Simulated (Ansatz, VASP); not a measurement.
# Hf2Cl in VASP and in Ansatz

```
Hf Cl
1.0
     5.98737    0.00000    0.00000
     0.00000    5.98737    0.00000
     0.00000    0.00000    3.85647
Hf Cl
4 2
Direct
  0.30600 0.30600 0.00000
  0.19400 0.80600 0.50000
  0.69400 0.69400 0.00000
  0.80600 0.19400 0.50000
  0.00000 0.00000 0.00000
  0.50000 0.50000 0.50000
```

Alike in both runs: task single point; functional PBE; k mesh 4 × 4 × 6; occupations gaussian, width 0.1 eV; no spin polarisation.

|  | VASP | Ansatz |
| --- | --- | --- |
| version | VASP 6.6.1 | Ansatz 0.2.0 |
| potentials or method | VASP PAW PBE potentials, release 64 (Hf_pv, Cl), cutoff 520 eV | scalar-relativistic, plane waves, PAW |
| valence electrons in the cell | 54 | 118 |

```tsv
	VASP	Ansatz	Ansatz less VASP
gap on the k mesh at the Fermi level (eV)	none	none	-
pressure (GPa)	-9.5	-9.0	+0.43
traceless stress, the component that is largest in VASP (GPa)	1.27	1.26	-0.016
rms of the force components (eV/Å)	0.238	0.247	+0.0095
```

Atom by atom the forces differ by 0.009 eV/Å (rms over components). A gap of «none» marks a metal or a gap that the smearing closes. The functional is the same, so the differences come from potentials, cutoffs and numerics. VASP's potentials hold 54 valence electrons a cell and Ansatz's 118, so a difference there can come from the potentials and not from the codes.

Spin-orbit coupling is off throughout.
